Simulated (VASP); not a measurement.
# Ti: single point with LDA

Ti:

```
Ti
1.0
    -2.04427    2.04427    4.36737
     2.04427   -2.04427    4.36737
     2.04427    2.04427   -4.36737
Ti
3
Direct
  0.75000 0.25000 0.50000
  0.25000 0.75000 0.50000
  0.50000 0.50000 0.00000
```

| Item | Value |
| --- | --- |
| Program | VASP 6.6.1 |
| Task | single point |
| Functional | LDA |
| Potentials or basis | VASP PAW LDA potentials, release 64 (Ti_sv) |
| Cutoff | 520 eV |
| k mesh | 8 × 8 × 8 |
| Occupations | fermi-dirac, width 0.05 eV |
| Spin | no spin polarisation |
| Dipole correction | no |
| Further INCAR settings | ALGO = Normal; EDIFF = 1e-06; NBANDS = 25 |

The pressure is -15.5 GPa. The band gap on the k mesh is zero (bands 18 and 19 overlap by 0.96 eV).

Stress tensor (GPa, compression positive):
```
-15.91   0.00   0.00
  0.00 -15.91   0.00
  0.00   0.00 -14.57
```

Levels at points of the mesh, in eV from the Fermi level:
| k point | band 16 | band 17 | band 18 | band 19 | band 20 | band 21 |
| --- | --- | --- | --- | --- | --- | --- |
| (0.00, 0.00, 0.00) | -0.76 | 0.05 | 0.05 | 0.17 | 0.43 | 0.43 |
| (0.50, 0.00, 0.00) | -0.53 | -0.30 | -0.24 | 0.18 | 0.71 | 0.85 |
| (0.50, 0.50, 0.00) | -0.88 | -0.27 | 0.18 | 0.39 | 0.64 | 1.14 |
| (0.50, 0.50, 0.50) | -0.81 | -0.70 | -0.70 | -0.54 | 0.95 | 1.37 |

It took 2.1 min on 1 thread of Intel(R) Xeon(R) Platinum 8488C (Sapphire Rapids), on a shared host, peak memory 0.23 GiB.

Caveat: the cell stands under tension.
